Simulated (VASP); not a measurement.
# AlN (P6_3mc) in VASP: a series of runs, part 2 of 2

VASP 6.6.1.

### Step 4. Relaxation of cell and atoms, r2SCAN, target pressure 15 GPa, at which the enthalpy is minimised

This run uses another cell than the first one, of 9.76 Å³/atom.

POSCAR

```
AlN
1.0
    3.0434738886      0.0000000000      0.0000000000
   -1.5217369443      2.6357257033      0.0000000000
    0.0000000000      0.0000000000      4.8649637742
Al N
2 2
Direct
    0.6666666667      0.3333333333      0.4988603837
    0.3333333333      0.6666666667      0.9988603837
    0.6666666667      0.3333333333      0.8811396163
    0.3333333333      0.6666666667      0.3811396163
```

INCAR.step1

```
ALGO = Normal ; EDIFF = 1E-4
ENCUT = 600 ; GGA = PE
ISMEAR = 0 ; LASPH = T
LCHARG = F ; LREAL = F
LWAVE = T ; NELM = 80
PREC = Accurate ; SIGMA = 0.02
```

INCAR.step2

```
ALGO = Normal ; EDIFF = 1E-7
EDIFFG = -0.008 ; ENCUT = 600
IBRION = 2 ; ISIF = 3
ISMEAR = 0 ; ISTART = 1
LASPH = T ; LCHARG = F
LMIXTAU = T ; LREAL = F
LWAVE = F ; METAGGA = R2SCAN
NELM = 80 ; NSW = 70
PREC = Accurate ; PSTRESS = 150.0
SIGMA = 0.02
```

KPOINTS

```
k-points
0
Gamma
  12 12 6
```

Potentials or basis: VASP PAW PBE potentials, release 64 (Al, N).

Run with:

```console
cat potpaw_PBE.64/Al/POTCAR potpaw_PBE.64/N/POTCAR > POTCAR
cp INCAR.step1 INCAR
mpirun -np 1 vasp_std > vasp.out
cp INCAR.step2 INCAR
mpirun -np 1 vasp_std > vasp.out
```

OUTCAR:

```text
EDIFF = 1E-7
   EDIFFG = -0.008
   ENCUT = 600
   IBRION = 2
   ISIF = 3
   ISMEAR = 0
   ISTART = 1
   LASPH = T
   LREAL = F
   METAGGA = R2SCAN
   NELM = 80
   NSW = 70
   PREC = Accurate
   PSTRESS = 150.0

 ion  position               nearest neighbor table
   1  0.667  0.333  0.499-   4 1.85   4 1.85   4 1.85   3 1.86   2 3.00   2 3.00   2 3.00   2 3.00
                             2 3.00   2 3.00
   2  0.333  0.667  0.999-   3 1.85   3 1.85   3 1.85   4 1.86   1 3.00   1 3.00   1 3.00   1 3.00
                             1 3.00   1 3.00
   3  0.667  0.333  0.881-   2 1.85   2 1.85   2 1.85   1 1.86
   4  0.333  0.667  0.381-   1 1.85   1 1.85   1 1.85   2 1.86

  LATTYP: Found a hexagonal cell.
 ALAT       =     3.0434738886
 C/A-ratio  =     1.5984903936

  Lattice vectors:

 A1 = (   3.0434738886,   0.0000000000,   0.0000000000)
[... 443 lines left out ...]
      1      -9.8342      2.00000
      2      -7.4858      2.00000
      3       0.1969      2.00000
      4       5.6009      2.00000
      5       5.6009      2.00000
      6       6.2898      2.00000
      7       6.2898      2.00000
      8       6.5885      2.00000
      9      12.0787      0.00000
     10      14.6407      0.00000
     11      18.7680      0.00000
     12      19.0232      0.00000
[... 331 lines left out ...]
 k-point    24 :       0.3333    0.0000    0.1667
  band No.  band energies     occupation
      1      -8.4017      2.00000
      2      -7.0565      2.00000
      3       1.3545      2.00000
      4       2.4140      2.00000
      5       3.0411      2.00000
      6       4.6329      2.00000
      7       5.7348      2.00000
      8       5.8463      2.00000
      9      13.4164      0.00000
     10      14.2178      0.00000
     11      16.4697      0.00000
     12      18.2098      0.00000

 [... further k-points ...]

------------------------ aborting loop because EDIFF is reached ----------------------------------------

  FORCE on cell =-STRESS in cart. coord.  units (eV):
  Direction    XX          YY          ZZ          XY          YZ          ZX
  --------------------------------------------------------------------------------------
  -------------------------------------------------------------------------------------
  Total        3.6420765      3.6420765      3.6466342      0.0000000      0.0000000      0.0000000
  in kB      149.5108021    149.5108021    149.6978966      0.0000000      0.0000000      0.0000000
  external PRESSURE =      -0.4268331 kB  Pullay stress =     150.0000000 kB
[... 23 lines left out ...]
  energy  without entropy=      -38.3419123845  energy(sigma->0) =      -38.34191238

  enthalpy is  TOTEN    =       -34.6879190059 eV   P V=        3.6539933786

 reached required accuracy - stopping structural energy minimisation
```

Run time: 15 min. Hardware: 1 thread of Intel Xeon 8259CL, shared host; peak memory 0.19 GiB.

Results:

```
Free energy                                                : -38.3419 eV
Energy change on relaxing (the run minimises the enthalpy) : -0.1 meV/atom
Ionic steps                                                : 7
Pressure after relaxing                                    : 15.0 GPa
Band gap on the k mesh                                     : 5.49 eV
```

Step by step:
```
step  energy change (eV)  largest force (eV/Å)  pressure (GPa)  volume (Å³)
   1              0.0000                0.0196           15.03        39.03
   2             -0.0010                0.0118           14.94        39.04
   3             -0.0015                0.0085           14.90        39.04
   4             -0.0022                0.0019           14.81        39.05
   5             -0.0017                0.0062           14.87        39.04
   6              0.0029                0.0100           15.20        38.99
   7             -0.0005                0.0018           14.96        39.03
```

Final structure:
```xyz
4
Lattice="3.0460 0.0000 0.0000 -1.5230 2.6379 0.0000 0.0000 0.0000 4.8573" Properties=species:S:1:pos:R:3 pbc="T T T"
Al    1.5230    0.8793    2.4213
Al    0.0000    1.7586    4.8500
N     1.5230    0.8793    4.2818
N     0.0000    1.7586    1.8531
```

Levels at points of the mesh, in eV from the valence-band top:
```tsv
k point	band 6	band 7	band 8	band 9	band 10	band 11
(0.00, 0.00, 0.00)	-0.30	-0.30	0.00	5.49	8.05	12.18
(0.50, 0.00, 0.00)	-2.30	-1.89	-0.77	6.60	6.75	9.60
(0.00, 0.00, 0.50)	-0.65	-0.65	-0.65	7.81	7.81	11.86
(0.50, 0.00, 0.50)	-1.62	-1.47	-1.47	6.22	6.22	10.52
```

Caveat: the cell is relaxed towards a set pressure, so the run minimises the enthalpy, not the energy; the PAW data sets were made with another functional, which shifts forces and pressure a little. A k mesh can miss the band edges.

### Step 5. The runs side by side

```tsv
cell	gap on the mesh (eV)	pressure (GPa)
relaxed to 60 GPa from a = 2.921, b = 2.921, c = 4.632 Å, angles 90.0, 90.0, 120.0°, 4 atoms, atomic positions A	5.71	60.0
relaxed to 30 GPa from a = 2.993, b = 2.993, c = 4.773 Å, angles 90.0, 90.0, 120.0°, 4 atoms, atomic positions B	5.74	29.9
relaxed to 15 GPa from a = 3.043, b = 3.043, c = 4.865 Å, angles 90.0, 90.0, 120.0°, 4 atoms, atomic positions C	5.49	15.0
```

Alike in all rows: task relaxation of cell and atoms; level r2SCAN; potentials or basis VASP PAW PBE potentials, release 64 (Al, N); no spin polarisation; k mesh 12 × 12 × 6; cutoff (eV) 600; smearing gaussian 0.02 eV.

Caveats: the cell is relaxed towards a set pressure, so the run minimises the enthalpy, not the energy; the PAW data sets were made with another functional, which shifts forces and pressure a little.

Total energies depend on the potentials used, so only differences within one code and one set of settings carry meaning.
